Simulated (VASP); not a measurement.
# AlSnH4 (P4/mmm) in VASP: single point with PBE

Aim: the single point of AlSnH4 with PBE.

All numbers are computed with VASP 6.6.1; they aren't measurements. Logs are shortened: lines on timing, memory, paths and dates and some standing lists are left out, and cuts for length are marked.

## 1. The cell of the first run

It takes space group P4/mmm (No. 123, tetragonal). The conventional cell has a = 3.399 Å, b = 3.399 Å, c = 5.820 Å, α = 90.00°, β = 90.00°, γ = 90.00°. Within 2.3 Å of Al (site symmetry 4/mmm) lie 6 H at 1.70 to 1.77 Å. Sn (site symmetry 4/mmm) has 16 H at 2.66 to 3.37 Å and 4 Sn at 3.40 Å within 3.5 Å. H (site symmetry 4mm) has 1 Al at 1.77 Å and 1 H at 2.29 Å within 2.3 Å. Within 2.3 Å of H (site symmetry mmm) lie 2 Al at 1.70 Å.

## 2. Single point, PBE

Input file POSCAR:

```
AlSnH4
1.0
    3.3985222605      0.0000000000      0.0000000000
    0.0000000000      3.3985222605      0.0000000000
    0.0000000000      0.0000000000      5.8201270550
Al Sn H
1 1 4
Direct
    0.0000000000      0.0000000000      0.0000000000
    0.5000000000      0.5000000000      0.5000000000
    0.0000000000      0.0000000000      0.6964236024
    0.5000000000      0.0000000000      0.0000000000
    0.0000000000      0.5000000000      0.0000000000
    0.0000000000      0.0000000000      0.3035763976
```

Input file INCAR.step1:

```
  PREC = Accurate
  ENCUT = 520
  EDIFF = 1E-6
  ISMEAR = 0
  SIGMA = 0.1
  LREAL = F
  LASPH = T
  NELM = 100
  ALGO = Normal
  ISIF = 2
  LWAVE = F
  LCHARG = T
  GGA = PE
  NBANDS = 20
```

Input file KPOINTS.step1:

```
Automatic mesh
0
Gamma
  12 12 8
```

Input file INCAR.step2:

```
  PREC = Accurate
  ENCUT = 520
  EDIFF = 1E-6
  ISMEAR = -5
  SIGMA = 0.1
  LREAL = F
  LASPH = T
  NELM = 100
  ALGO = Normal
  ISIF = 2
  LWAVE = F
  LCHARG = F
  GGA = PE
  LORBIT = 11
  NBANDS = 20
  NEDOS = 2001
  ICHARG = 11
```

Input file KPOINTS.step2:

```
Automatic mesh
0
Gamma
  18 18 12
```

Potentials or basis: VASP PAW PBE potentials, release 64 (Al, Sn_d, H).

Run with:

```bash
> cat potpaw_PBE.64/Al/POTCAR potpaw_PBE.64/Sn_d/POTCAR potpaw_PBE.64/H/POTCAR > POTCAR
> cp INCAR.step1 INCAR
> cp KPOINTS.step1 KPOINTS
> mpirun -np 1 vasp_std > vasp.out
> cp INCAR.step2 INCAR
> cp KPOINTS.step2 KPOINTS
> mpirun -np 1 vasp_std > vasp.out
```

OUTCAR:

```text
PREC = Accurate
   ENCUT = 520
   EDIFF = 1E-6
   ISMEAR = -5
   LREAL = F
   LASPH = T
   NELM = 100
   ISIF = 2
   GGA = PE
   LORBIT = 11
   ICHARG = 11

 ion  position               nearest neighbor table
   1  0.000  0.000  0.000-   4 1.70   5 1.70   5 1.70   4 1.70   3 1.77   6 1.77
   2  0.500  0.500  0.500-
   3  0.000  0.000  0.696-   1 1.77
   4  0.500  0.000  0.000-   1 1.70   1 1.70
   5  0.000  0.500  0.000-   1 1.70   1 1.70
   6  0.000  0.000  0.304-   1 1.77

  LATTYP: Found a simple tetragonal cell.
 ALAT       =     3.3985222605
 C/A-ratio  =     1.7125463978

  Lattice vectors:

 A1 = (   3.3985222605,   0.0000000000,   0.0000000000)
 A2 = (   0.0000000000,   3.3985222605,   0.0000000000)
 A3 = (   0.0000000000,   0.0000000000,   5.8201270550)

Analysis of symmetry for initial positions (statically):
=====================================================================
 Subroutine PRICEL returns:
 Original cell was already a primitive cell.

 Routine SETGRP: Setting up the symmetry group for a
 simple tetragonal supercell.

 Subroutine GETGRP returns: Found 16 space group operations
 (whereof 16 operations were pure point group operations)
 out of a pool of 16 trial point group operations.

The static configuration has the point symmetry D_4h.

Analysis of symmetry for dynamics (positions and initial velocities):
=====================================================================
 Subroutine PRICEL returns:
 Original cell was already a primitive cell.

 Routine SETGRP: Setting up the symmetry group for a
 simple tetragonal supercell.

 Subroutine GETGRP returns: Found 16 space group operations
 (whereof 16 operations were pure point group operations)
 out of a pool of 16 trial point group operations.

The dynamic configuration has the point symmetry D_4h.

 Subroutine INISYM returns: Found 16 space group operations
 (whereof 16 operations are pure point group operations),
 and found     1 'primitive' translations

----------------------------------------------------------------------------------------

                                     Primitive cell

[... 101 lines left out ...]
   LREAL  =      F    real-space projection
   EDIFFG = 0.1E-04   stopping-criterion for IOM
   NSW    =      0    number of steps for IOM
   IBRION =     -1    ionic relax: 0-MD 1-quasi-New 2-CG
   NFREE  =      0    steps in history (QN), initial steepest desc. (CG)
   ISIF   =      2    stress and relaxation
   ISYM   =      2    0-nonsym 1-usesym 2-fastsym
   POTIM  = 0.5000    time-step for ionic-motion
   TEBEG  =    0.0;   TEEND  =   0.0 temperature during run
   PSTRESS=    0.0 pullay stress
   NELECT =      21.0000    total number of electrons
   NUPDOWN=      -1.0000    fix difference up-down
   EMIN   =  10.00;   EMAX   =-10.00  energy-range for DOS
   EFERMI =   0.00;   METHOD = LEGACY
   ISMEAR =    -5;   SIGMA  =   0.10  broadening in eV -4-tet -1-fermi 0-gaus
   EFERMI_NEDOS =   21; number of points for ismear=-14 and -15
   IALGO  =     38    algorithm
   IMIX   =      4    mixing-type and parameters
     AMIX     =   0.40;   BMIX     =  1.00
     AMIX_MAG =   1.60;   BMIX_MAG =  1.00
  volume/ion in A,a.u.               =      11.20        75.61
  Fermi-wavevector in a.u.,A,eV,Ry     =   1.110820  2.099145 16.788516  1.233921
  Thomas-Fermi vector in A             =   2.247376
   LORBIT       =     11    0 simple, 1 ext, 2 COOP (PROOUT), +10 PAW based schemes
   GGA     = PE    functional components
   LHFCALC =     F    Hartree Fock is set to
   AEXX    =    0.0000 exact exchange contribution
   IVDW    =     0    specifies the selected vdW correction
   LEPSILON=     F    determine dielectric tensor
   LRPA    =     F    only Hartree local field effects (RPA)
 non-spin polarized calculation
 Fermi weights with tetrahedron method with Bloechl corrections
  energy-cutoff  :      520.00
  volume of cell :       67.22
 maximum number of plane-waves:      1832
 NGX is ok and might be reduce to    28

 number of electron      21.0000000 magnetization

 Free energy of the ion-electron system (eV)
  ---------------------------------------------------
  ext. energy  EPLUGINS =         0.00000000
  ---------------------------------------------------
  free energy    TOTEN  =       -19.48949197 eV

  energy without entropy =      -19.48949197  energy(sigma->0) =      -19.48949197

 E-fermi :   5.0326     XC(G=0):  -9.3937

 val. band max:        5.0420304165   @ k =   0.4444   0.2222   0.3333
 cond. band min:       4.9975144686   @ k =   0.5000   0.2222   0.0833
 fundamental gap:     -0.0445159479
 Fermi energy:         5.0326446516

 k-point     1 :       0.0000    0.0000    0.0000
  band No.  band energies     occupation
      1     -17.1531      2.00000
      2     -17.0941      2.00000
      3     -17.0575      2.00000
      4     -17.0575      2.00000
      5     -16.9438      2.00000
      6      -6.0067      2.00000
[... 541 lines left out ...]
     19      14.9134      0.00000
     20      16.4075      0.00000

 [... further k-points ...]
[... 5 lines left out ...]
  --------------------------------------------------------------------------------------
  -------------------------------------------------------------------------------------
  Total       -0.1098323     -0.1098323     -0.0238398      0.0000000      0.0000000      0.0000000
  in kB       -2.6177496     -2.6177496     -0.5681986      0.0000000      0.0000000      0.0000000
  external PRESSURE =      -1.9345659 kB  Pullay stress =       0.0000000 kB

 VOLUME and BASIS-vectors are now :
 -----------------------------------------------------------------------------
  energy-cutoff  :      520.00
  volume of cell :       67.22
      direct lattice vectors                 reciprocal lattice vectors
     3.398522261  0.000000000  0.000000000     0.294245535  0.000000000  0.000000000
     0.000000000  3.398522261  0.000000000     0.000000000  0.294245535  0.000000000
     0.000000000  0.000000000  5.820127055     0.000000000  0.000000000  0.171817555

 POSITION                                       TOTAL-FORCE (eV/Angst)
 -----------------------------------------------------------------------------------
      0.00000      0.00000      0.00000         0.000000      0.000000      0.000000
      1.69926      1.69926      2.91006         0.000000      0.000000      0.000000
      0.00000      0.00000      4.05327         0.000000      0.000000      0.020398
      1.69926      0.00000      0.00000         0.000000      0.000000      0.000000
      0.00000      1.69926      0.00000         0.000000      0.000000      0.000000
      0.00000      0.00000      1.76685        -0.000000     -0.000000     -0.020398
 -----------------------------------------------------------------------------------
    total drift:                                0.000000      0.000000      0.000000

  FREE ENERGIE OF THE ION-ELECTRON SYSTEM (eV)
  ---------------------------------------------------
  free  energy   TOTEN  =       -19.4894919668 eV

  energy  without entropy=      -19.4894919668  energy(sigma->0) =      -19.48949197

 total charge

# of ion       s       p       d       tot
------------------------------------------
    1        0.373   0.386   0.000   0.759
    2        1.372   0.660   9.964  11.996
    3        0.512   0.008   0.000   0.520
    4        0.603   0.007   0.000   0.609
    5        0.603   0.007   0.000   0.609
    6        0.512   0.008   0.000   0.520
--------------------------------------------------
tot          3.974   1.075   9.964  15.013
```

Wall time 7 min (1 thread of Intel Xeon 8259CL, shared host); peak memory 0.57 GiB.

Results:

| Item | Value |
| --- | --- |
| Valence electrons inside the program's atomic spheres | Al 0.76; Sn 12.00; H 0.52, 0.61 (each value once) |

Caveat: spin-orbit coupling is left out, which moves the levels of the heavy elements.
